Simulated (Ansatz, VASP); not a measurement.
**One calculation of NaCl, two programs**

Contents of INCAR:

```
SYSTEM = NaCl
PREC     = Accurate       ! precision mode
ENCUT    = 500            ! plane-wave cutoff, eV
EDIFF    = 1E-6           ! SCF threshold, eV
ISMEAR   = -1             ! smearing method
SIGMA    = 0.02           ! smearing width, eV
LREAL    = .False.        ! projectors in reciprocal space
LASPH    = .True.         ! aspherical terms in the spheres
NELM     = 120            ! most SCF steps
ALGO     = Normal         ! electronic algorithm
ISIF     = 2              ! what is computed and relaxed
LWAVE    = .False.        ! write WAVECAR
LCHARG   = .True.         ! write CHGCAR
GGA      = PE             ! functional
LELF     = .True.         ! ELF
LVHAR    = .True.       
NBANDS   = 14             ! bands
GGA_COMPAT= .False.
```

The input KPOINTS:

```
regular mesh
0
Gamma
  8 8 8
  0 0 0
```

POSCAR

```
NaCl
1.0
    2.9160926721      0.0000000000      0.0000000000
    0.0000000000      2.9160926721      0.0000000000
    0.0000000000      0.0000000000      2.9160926721
Na Cl
1 1
Direct
    0.0000000000      0.0000000000      0.0000000000
    0.5000000000      0.5000000000      0.5000000000
```

Input for Ansatz:

```yaml
crystal:
  lattice:
    - [2.9160926721, 0.0, 0.0]
    - [0.0, 2.9160926721, 0.0]
    - [0.0, 0.0, 2.9160926721]
  atoms:
    - { symbol: Na, position: [0.0, 0.0, 0.0] }
    - { symbol: Cl, position: [0.5, 0.5, 0.5] }
kpoints:
  mp_grid: { grid: [8, 8, 8] }
scf:
  occupations: { method: fermi_dirac, width: 0.02 }
hamiltonian:
  xc: pbe
  pseudopotentials: { kind: all_electron, lapw: { basis_error: 0.00025 } }
output:
  forces: true
  stress: true
  eigenvalues: true
```

Change from the starting cell: volume scaled by 1.06.

Alike in both runs: task single point; functional PBE; k mesh 8 × 8 × 8; occupations fermi-dirac, width 0.02 eV; no spin polarisation.

|  | VASP | Ansatz |
| --- | --- | --- |
| version | VASP 6.6.1 | Ansatz 0.2.0 |
| potentials or method | VASP PAW PBE potentials, release 64 (Na_pv, Cl), cutoff 500 eV | all-electron LAPW, scalar-relativistic |

VASP gave:

```
gap on the k mesh at the Fermi level (eV) : 4.64
pressure (GPa)                            : 51.5
```

Problem. What did Ansatz give for the same quantities?

Solution. gap on the k mesh at the Fermi level (eV): 4.59; pressure (GPa): 51.4.

Both programs put the cell under a high pressure, so it lies far from rest at this level. Ansatz ran all-electron here, and VASP with PAW potentials.
